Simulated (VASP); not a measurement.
The system is Sn.

```
Sn
1.0
     0.00000    3.23334    3.23334
     3.23334    0.00000    3.23334
     3.23334    3.23334    0.00000
Sn
2
Direct
  0.75000 0.75000 0.75000
  0.50000 0.50000 0.50000
```

| Quantity | Value |
| --- | --- |
| Program | VASP 6.6.1 |
| Task | relaxation of cell and atoms |
| Functional | revPBE |
| Potentials or basis | VASP PAW PBE potentials, release 64 (Sn_d) |
| Cutoff | 600 eV |
| k mesh | 7 × 7 × 7 |
| Occupations | fermi-dirac, width 0.05 eV |
| Spin | no spin polarisation |

At the start: pressure 4.8 GPa; volume 33.80 Å³/atom.

Question: How do energy, volume and symmetry change on relaxing?

Answer: Over 3 steps the energy falls by 53.3 meV/atom and the volume is 37.75 Å³/atom (+11.7 %); space group Fd-3m (No. 227, to 0.05 Å).

Step by step:
```csv
step,energy change (eV),largest force (eV/Å),pressure (GPa),volume (Å³)
1,0.0000,0.0000,4.81,67.61
2,-0.0988,0.0000,-0.96,78.04
3,-0.1066,0.0000,0.01,75.51
```

Final structure:
```yaml
crystal:
  lattice:
    - [0.00000, 3.35467, 3.35467]
    - [3.35467, 0.00000, 3.35467]
    - [3.35467, 3.35467, 0.00000]
  atoms:
    - { symbol: Sn, position: [0.75000, 0.75000, 0.75000] }
    - { symbol: Sn, position: [0.50000, 0.50000, 0.50000] }
```

Caveat: the PAW data sets were made with another functional, which shifts forces and pressure a little; the volume moved by +12 % from the deposited cell, more than functionals usually miss.
